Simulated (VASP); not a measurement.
**CdS: relaxation of shape and atoms at fixed volume with PBE**

The system is CdS.

```xyz
4
Lattice="4.1546 0.0000 0.0000 -2.0773 3.5980 0.0000 0.0000 0.0000 6.7589" Properties=species:S:1:pos:R:3 pbc="T T T"
Cd    0.0000    2.3986   -0.0054
Cd    2.0773    1.1993    3.3741
S     0.0000    2.3986    2.5400
S     2.0773    1.1993    5.9195
```

```yaml
Program: VASP 6.6.1
Task: relaxation of shape and atoms at fixed volume
Functional: PBE
Potentials_or_basis: VASP PAW PBE potentials, release 64 (Cd, S)
Cutoff: 600 eV
k_mesh: 6 × 6 × 4
Occupations: gaussian, width 0.02 eV
Spin: no spin polarisation
Dipole_correction: no
Further_INCAR_settings: ALGO = Normal; EDIFF = 1e-06; IBRION = 2; EDIFFG = -0.01; NSW = 50; ISIF = 4
```

The pressure after relaxing is 2.0 GPa. The band gap on the k mesh is 1.19 eV.

Forces on the atoms (eV/Å):
```
Cd   0.000  0.000  0.002
Cd   0.000  0.000  0.002
S    0.000  0.000 -0.002
S    0.000  0.000 -0.002
```

Final structure:
```
Cd S
1.0
     4.15456    0.00000    0.00000
    -2.07728    3.59796    0.00000
     0.00000    0.00000    6.75894
Cd S
2 2
Direct
  0.33333 0.66667 0.99920
  0.66667 0.33333 0.49920
  0.33333 0.66667 0.37580
  0.66667 0.33333 0.87580
```

Levels at points of the mesh, in eV from the valence-band top:
```tsv
k point	band 16	band 17	band 18	band 19	band 20	band 21
(0.00, 0.00, 0.00)	-0.04	0.00	0.00	1.19	2.78	6.48
(0.50, 0.00, 0.00)	-1.83	-1.26	-0.74	3.69	3.88	5.11
(0.00, 0.00, 0.50)	-0.38	-0.38	-0.38	2.83	2.83	6.17
(0.50, 0.00, 0.50)	-1.31	-1.29	-1.29	3.48	3.48	5.37
```

Run time: 95 s on 1 thread of Intel Xeon 8259CL, on a shared host, peak memory 0.26 GiB.

Caveat: the relaxation stopped at its first step, so nothing moved.
